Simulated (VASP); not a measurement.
# N (Pa-3) in VASP: further runs

Aim: see how the results for N move with the level of theory and the settings. Levels: r2SCAN+rVV10, PBE. Tasks: single point.

Everything below comes from runs of VASP 6.6.1. Logs are shortened: lines on timing, memory, paths and dates and some standing lists are left out, and cuts for length are marked.

**1. The cell of the first run**

Symmetry: Pa-3, No. 205, cubic system. The conventional cell has a = 5.478 Å, b = 5.478 Å, c = 5.478 Å, α = 90.00°, β = 90.00°, γ = 90.00°. N (site symmetry 3) has 1 N at 1.09 Å within 1.5 Å.

**2. Single point, r2SCAN+rVV10**

POSCAR reads:

```
N
1.0
    5.4776487699      0.0000000000      0.0000000000
    0.0000000000      5.4776487699      0.0000000000
    0.0000000000      0.0000000000      5.4776487699
N
8
Direct
    0.0576092967      0.0576092967      0.0576092967
    0.4423907033      0.9423907033      0.5576092967
    0.5576092967      0.4423907033      0.9423907033
    0.9423907033      0.5576092967      0.4423907033
    0.9423907033      0.9423907033      0.9423907033
    0.5576092967      0.0576092967      0.4423907033
    0.4423907033      0.5576092967      0.0576092967
    0.0576092967      0.4423907033      0.5576092967
```

INCAR.step1 reads:

```
PREC = Accurate
ENCUT = 520
ISMEAR = -1
SIGMA = 0.02
LREAL = F
LASPH = T
NELM = 100
NBANDS = 30
GGA = PE
ALGO = Normal
EDIFF = 1E-4
LWAVE = T
LCHARG = F
```

INCAR.step2 reads:

```
PREC = Accurate
ENCUT = 520
EDIFF = 1E-6
ISMEAR = -1
SIGMA = 0.02
LREAL = F
LASPH = T
NELM = 100
ALGO = Normal
ISIF = 2
LWAVE = F
LCHARG = T
METAGGA = R2SCAN
LMIXTAU = T
LUSE_VDW = T
IVDW_NL = 2
BPARAM = 11.95
CPARAM = 0.0093
LELF = T
LVHAR = T
NBANDS = 30
ISTART = 1
```

KPOINTS reads:

```
Automatic mesh
0
Gamma
  4 4 4
```

Potentials or basis: VASP PAW PBE potentials, release 64 (N).

Run with:

```
$ cat potpaw_PBE.64/N/POTCAR > POTCAR
$ cp INCAR.step1 INCAR
$ mpirun -np 1 vasp_std > vasp.out
$ cp INCAR.step2 INCAR
$ mpirun -np 1 vasp_std > vasp.out
```

OUTCAR:

```text
PREC = Accurate
   ENCUT = 520
   EDIFF = 1E-6
   ISMEAR = -1
   LREAL = F
   LASPH = T
   NELM = 100
   ISIF = 2
   METAGGA = R2SCAN
   IVDW_NL = 2
   BPARAM = 11.95
   ISTART = 1

 ion  position               nearest neighbor table
   1  0.058  0.058  0.058-   5 1.09
   2  0.442  0.942  0.558-   6 1.09
   3  0.558  0.442  0.942-   7 1.09
   4  0.942  0.558  0.442-   8 1.09
   5  0.942  0.942  0.942-   1 1.09
   6  0.558  0.058  0.442-   2 1.09
   7  0.442  0.558  0.058-   3 1.09
   8  0.058  0.442  0.558-   4 1.09

  LATTYP: Found a simple cubic cell.
 ALAT       =     5.4776487699

  Lattice vectors:

 A1 = (   5.4776487699,   0.0000000000,   0.0000000000)
 A2 = (   0.0000000000,   5.4776487699,   0.0000000000)
 A3 = (   0.0000000000,   0.0000000000,   5.4776487699)

Analysis of symmetry for initial positions (statically):
=====================================================================
 Subroutine PRICEL returns:
 Original cell was already a primitive cell.

 Routine SETGRP: Setting up the symmetry group for a
 simple cubic supercell.

 Subroutine GETGRP returns: Found 24 space group operations
 (whereof  6 operations were pure point group operations)
 out of a pool of 48 trial point group operations.

The static configuration has the point symmetry S_6 .
 The point group associated with its full space group is T_h .

Analysis of symmetry for dynamics (positions and initial velocities):
=====================================================================
 Subroutine PRICEL returns:
 Original cell was already a primitive cell.

 Routine SETGRP: Setting up the symmetry group for a
 simple cubic supercell.

 Subroutine GETGRP returns: Found 24 space group operations
 (whereof  6 operations were pure point group operations)
 out of a pool of 48 trial point group operations.

The dynamic configuration has the point symmetry S_6 .
 The point group associated with its full space group is T_h .

 Subroutine INISYM returns: Found 24 space group operations
 (whereof  6 operations are pure point group operations),
 and found     1 'primitive' translations

----------------------------------------------------------------------------------------

                                     Primitive cell

  volume of cell :     164.3549

  direct lattice vectors                    reciprocal lattice vectors
     5.477648770  0.000000000  0.000000000     0.182560080  0.000000000  0.000000000
     0.000000000  5.477648770  0.000000000     0.000000000  0.182560080  0.000000000
     0.000000000  0.000000000  5.477648770     0.000000000  0.000000000  0.182560080

  length of vectors
     5.477648770  5.477648770  5.477648770     0.182560080  0.182560080  0.182560080

  position of ions in fractional coordinates (direct lattice)
     0.057609297  0.057609297  0.057609297
     0.442390703  0.942390703  0.557609297
     0.557609297  0.442390703  0.942390703
     0.942390703  0.557609297  0.442390703
     0.942390703  0.942390703  0.942390703
     0.557609297  0.057609297  0.442390703
     0.442390703  0.557609297  0.057609297
     0.057609297  0.442390703  0.557609297

  ion indices of the primitive-cell ions
   primitive index   ion index
                 1           1
                 2           2
                 3           3
                 4           4
                 5           5
                 6           6
                 7           7
                 8           8

----------------------------------------------------------------------------------------

 KPOINTS: Automatic mesh

Automatic generation of k-mesh.
 Grid dimensions read from file:
 generate k-points for:    4    4    4

 Generating k-lattice:

  Cartesian coordinates                     Fractional coordinates (reciprocal lattice)
     0.045640020  0.000000000  0.000000000     0.250000000  0.000000000  0.000000000
     0.000000000  0.045640020  0.000000000     0.000000000  0.250000000  0.000000000
     0.000000000  0.000000000  0.045640020     0.000000000  0.000000000  0.250000000

  Length of vectors
     0.045640020  0.045640020  0.045640020

  Shift w.r.t. Gamma in fractional coordinates (k-lattice)
     0.000000000  0.000000000  0.000000000

 Subroutine IBZKPT returns following result:
 ===========================================

 Found     11 irreducible k-points:

 Following reciprocal coordinates:
            Coordinates               Weight
  0.000000  0.000000  0.000000      1.000000
  0.250000  0.000000  0.000000      6.000000
  0.500000  0.000000  0.000000      3.000000
  0.250000  0.250000  0.000000     12.000000
  0.500000  0.250000  0.000000      6.000000
 -0.250000  0.500000  0.000000      6.000000
  0.500000  0.500000  0.000000      3.000000
  0.250000  0.250000  0.250000      8.000000
  0.500000  0.250000  0.250000     12.000000
  0.500000  0.500000  0.250000      6.000000
  0.500000  0.500000  0.500000      1.000000
   k-points           NKPTS =     11   k-points in BZ     NKDIM =     11   number of bands    NBANDS=     30
   number of dos      NEDOS =    301   number of ions     NIONS =      8
   total plane-waves  NPLWV =  74088
   dimension x,y,z NGX =    42 NGY =   42 NGZ =   42
   dimension x,y,z NGXF=    84 NGYF=   84 NGZF=   84
   ions per type =               8
   NGX,Y,Z   is equivalent  to a cutoff of  12.75, 12.75, 12.75 a.u.
   NGXF,Y,Z  is equivalent  to a cutoff of  25.49, 25.49, 25.49 a.u.
 SYSTEM =  unknown system
   PREC   = accura    normal or accurate (medium, high low for compatibility)
   ISTART =      1    job   : 0-new  1-cont  2-samecut
   ICHARG =      0    charge: 1-file 2-atom 10-const
   ISPIN  =      1    spin polarized calculation?
   LNONCOLLINEAR =      F non collinear calculations
   LSORBIT =      F    spin-orbit coupling
   LASPH  =      T    aspherical Exc in radial PAW
   ENCUT  =  520.0 eV  38.22 Ry    6.18 a.u.  10.18 10.18 10.18*2*pi/ulx,y,z
   NELM   =    100;   NELMIN=  2; NELMDL=  0     # of ELM steps
   EDIFF  = 0.1E-05   stopping-criterion for ELM
   LREAL  =      F    real-space projection
   EDIFFG = 0.1E-04   stopping-criterion for IOM
   NSW    =      0    number of steps for IOM
   IBRION =     -1    ionic relax: 0-MD 1-quasi-New 2-CG
   NFREE  =      0    steps in history (QN), initial steepest desc. (CG)
   ISIF   =      2    stress and relaxation
   ISYM   =      2    0-nonsym 1-usesym 2-fastsym
   POTIM  = 0.5000    time-step for ionic-motion
   TEBEG  =    0.0;   TEEND  =   0.0 temperature during run
   PSTRESS=    0.0 pullay stress
   NELECT =      40.0000    total number of electrons
   NUPDOWN=      -1.0000    fix difference up-down
   EMIN   =  10.00;   EMAX   =-10.00  energy-range for DOS
   EFERMI =   0.00;   METHOD = LEGACY
   ISMEAR =    -1;   SIGMA  =   0.02  broadening in eV -4-tet -1-fermi 0-gaus
   EFERMI_NEDOS =   21; number of points for ismear=-14 and -15
   IALGO  =     38    algorithm
   IMIX   =      4    mixing-type and parameters
     AMIX     =   0.40;   BMIX     =  1.00
     AMIX_MAG =   1.60;   BMIX_MAG =  1.00
  volume/ion in A,a.u.               =      20.54       138.64
  Fermi-wavevector in a.u.,A,eV,Ry     =   1.022117  1.931521 14.214324  1.044723
  Thomas-Fermi vector in A             =   2.155779
   LORBIT       =      0    0 simple, 1 ext, 2 COOP (PROOUT), +10 PAW based schemes
   METAGGA = R2SCAN    functional components
   LHFCALC =     F    Hartree Fock is set to
   AEXX    =    0.0000 exact exchange contribution
   IVDW_NL    =     2    kernel type
   BPARAM     =11.9500
   IVDW    =     0    specifies the selected vdW correction
   LEPSILON=     F    determine dielectric tensor
   LRPA    =     F    only Hartree local field effects (RPA)
 non-spin polarized calculation
  energy-cutoff  :      520.00
  volume of cell :      164.35
 maximum number of plane-waves:      4468
 NGX is ok and might be reduce to    42
   NGX = 21   NGY = 21   NGZ = 21

 number of electron      39.9999990 magnetization

 Free energy of the ion-electron system (eV)
  ---------------------------------------------------
  ext. energy  EPLUGINS =         0.00000000
  ---------------------------------------------------
  free energy    TOTEN  =       -71.47916121 eV

  energy without entropy =      -71.47916121  energy(sigma->0) =      -71.47916121

 E-fermi :  -6.2126     XC(G=0):  -7.0985

 val. band max:       -6.6833904965   @ k =   0.5000   0.0000   0.0000
 cond. band min:       1.2558128445   @ k =   0.0000   0.0000   0.0000
 fundamental gap:      7.9392033410
 Fermi energy:        -6.2126360398

 k-point     1 :       0.0000    0.0000    0.0000
  band No.  band energies     occupation
      1     -26.1629      2.00000
      2     -26.0866      2.00000
      3     -26.0866      2.00000
      4     -26.0866      2.00000
      5     -10.5270      2.00000
      6     -10.5270      2.00000
[... 22 lines left out ...]
     29       5.7497      0.00000
     30       8.8440      0.00000

 k-point     2 :       0.2500    0.0000    0.0000
  band No.  band energies     occupation
      1     -26.1519      2.00000
      2     -26.0979      2.00000
      3     -26.0866      2.00000
      4     -26.0866      2.00000
      5     -10.5183      2.00000
      6     -10.5160      2.00000
[... 22 lines left out ...]
     29       5.8806      0.00000
     30       7.6243      0.00000

 k-point     3 :       0.5000    0.0000    0.0000
  band No.  band energies     occupation
      1     -26.1250      2.00000
      2     -26.1250      2.00000
      3     -26.0865      2.00000
      4     -26.0865      2.00000
      5     -10.5070      2.00000
      6     -10.5070      2.00000
[... 253 lines left out ...]
     29       7.1404      0.00000
     30       7.1404      0.00000

 k-point    11 :       0.5000    0.5000    0.5000
  band No.  band energies     occupation
      1     -26.1052      2.00000
      2     -26.1052      2.00000
      3     -26.1052      2.00000
      4     -26.1052      2.00000
      5     -10.5260      2.00000
      6     -10.5260      2.00000
[... 22 lines left out ...]
     29       7.3170      0.00000
     30       7.3170      0.00000

------------------------ aborting loop because EDIFF is reached ----------------------------------------

  FORCE on cell =-STRESS in cart. coord.  units (eV):
  Direction    XX          YY          ZZ          XY          YZ          ZX
  --------------------------------------------------------------------------------------
  -------------------------------------------------------------------------------------
  Total        2.9350238      2.9350238      2.9350238      0.0000000      0.0000000     -0.0000000
  in kB       28.6114363     28.6114363     28.6114363      0.0000000      0.0000000     -0.0000000
  external PRESSURE =      28.6114363 kB  Pullay stress =       0.0000000 kB

 VOLUME and BASIS-vectors are now :
 -----------------------------------------------------------------------------
  energy-cutoff  :      520.00
  volume of cell :      164.35
      direct lattice vectors                 reciprocal lattice vectors
     5.477648770  0.000000000  0.000000000     0.182560080  0.000000000  0.000000000
     0.000000000  5.477648770  0.000000000     0.000000000  0.182560080  0.000000000
     0.000000000  0.000000000  5.477648770     0.000000000  0.000000000  0.182560080

 POSITION                                       TOTAL-FORCE (eV/Angst)
 -----------------------------------------------------------------------------------
      0.31556      0.31556      0.31556         1.334785      1.334785      1.334785
      2.42326      5.16209      3.05439        -1.334785     -1.334785      1.334785
      3.05439      2.42326      5.16209         1.334785     -1.334785     -1.334785
      5.16209      3.05439      2.42326        -1.334785      1.334785     -1.334785
      5.16209      5.16209      5.16209        -1.334785     -1.334785     -1.334785
      3.05439      0.31556      2.42326         1.334785      1.334785     -1.334785
      2.42326      3.05439      0.31556        -1.334785      1.334785      1.334785
      0.31556      2.42326      3.05439         1.334785     -1.334785      1.334785
 -----------------------------------------------------------------------------------
    total drift:                                0.000000      0.000000      0.000000

  FREE ENERGIE OF THE ION-ELECTRON SYSTEM (eV)
  ---------------------------------------------------
  free  energy   TOTEN  =       -71.4791612126 eV

  energy  without entropy=      -71.4791612126  energy(sigma->0) =      -71.47916121
```

It took 4.2 min on 1 thread of AMD EPYC 9R45 (Zen 5), shared host; peak memory 0.51 GiB.

Results:

- Free energy: -71.4792 eV
- Pressure: 2.9 GPa
- Largest force: 2.312 eV/Å
- Band gap on the k mesh: 7.94 eV, indirect (least direct gap 7.97 eV)

Forces in eV/Å, atoms in the order of the input:
```
N    1.335  1.335  1.335
N   -1.335 -1.335  1.335
N    1.335 -1.335 -1.335
N   -1.335  1.335 -1.335
N   -1.335 -1.335 -1.335
N    1.335  1.335 -1.335
N   -1.335  1.335  1.335
N    1.335 -1.335  1.335
```

Caveat: the standard files for N, O and F lose accuracy on very short bonds; the PAW data sets were made with another functional, which shifts forces and pressure a little. r2SCAN opens gaps a little over a GGA but as a rule still falls short of measured ones.

(Continued in part 2 of 2.)
